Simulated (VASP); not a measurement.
Runs of VASP 6.6.1 on MnS. It takes space group P6_3mc (No. 186, hexagonal). The conventional cell has a = 3.976 Å, b = 3.976 Å, c = 6.432 Å, α = 90.00°, β = 90.00°, γ = 120.00°. Within 3.2 Å of Mn (site symmetry 3m) lie 4 S at 2.41 to 2.48 Å. S (site symmetry 3m) has 4 Mn at 2.41 to 2.48 Å within 3.2 Å. 

| spin | fixed moment (μB) | gap on the mesh (eV) | pressure (GPa) | moment (μB) | largest force (eV/Å) |
| --- | --- | --- | --- | --- | --- |
| collinear, ferromagnetic start | - | 1.58 | 5.8 | 10.00 | 0.23 |
| off | - | (b) | -11.6 | - | 0.30 |
| collinear, antiferromagnetic start | - | 2.40 | 4.9 | 0.00 | 0.33 |
| collinear, ferrimagnetic start | 7.5 | - | -3.2 | 7.50 | 0.09 |
| collinear, ferromagnetic start | 2.5 | - | 0.0 | 2.50 | (a) |
| collinear, ferromagnetic start | 11.0 | - | 10.2 | 11.00 | 0.06 |
| collinear, zero start | 0.0 | - | -11.5 | 0.00 | 0.30 |
| collinear, ferrimagnetic start | - | 2.40 | 4.9 | 0.00 | 0.33 |

Alike in all rows: task single point; level PBE+U; potentials or basis VASP PAW PBE potentials, release 64 (Mn_pv, S); Mn d U = 5.0 eV; cell as given; k mesh 6 × 6 × 3; cutoff (eV) 520; smearing gaussian 0.05 eV.

**Question.** Estimate the missing entries.

**Answer.** (a) 0.18; (b) none.

Caveats: the total moment is fixed, so each spin has its own Fermi level (some runs); U without spin polarisation on a metal has little footing (some runs).

A k mesh can miss the band edges.
